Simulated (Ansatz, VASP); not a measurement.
**Ni2Ir: VASP beside Ansatz**

```
Ni Ir
1.0
     0.00000    2.81586    2.81586
     2.81586    0.00000    2.81586
     2.81586    2.81586    0.00000
Ni Ir
2 1
Direct
  0.25000 0.25000 0.25000
  0.75000 0.75000 0.75000
  0.00000 0.00000 0.00000
```

Alike in both runs: functional PBE; k mesh 6 × 6 × 6; occupations gaussian, width 0.1 eV; no spin polarisation.

Ansatz relaxed the structure, and its values are those at the end. VASP's run is a single point on that final structure, the one shown.

|  | VASP | Ansatz |
| --- | --- | --- |
| version | VASP 6.6.1 | Ansatz 0.2.0 |
| potentials or method | VASP PAW PBE potentials, release 64 (Ni, Ir), cutoff 520 eV | scalar-relativistic, plane waves, PAW |
| valence electrons in the cell | 29 | 53 |

```csv
,VASP,Ansatz,Ansatz less VASP
gap on the k mesh at the Fermi level (eV),none,none,-
pressure (GPa),0.1,0.1,-0.05
```

A gap of «none» marks a metal or a gap that the smearing closes. VASP's potentials hold 29 valence electrons a cell and Ansatz's 53, so a difference there can come from the potentials and not from the codes.

Spin-orbit coupling is off throughout.
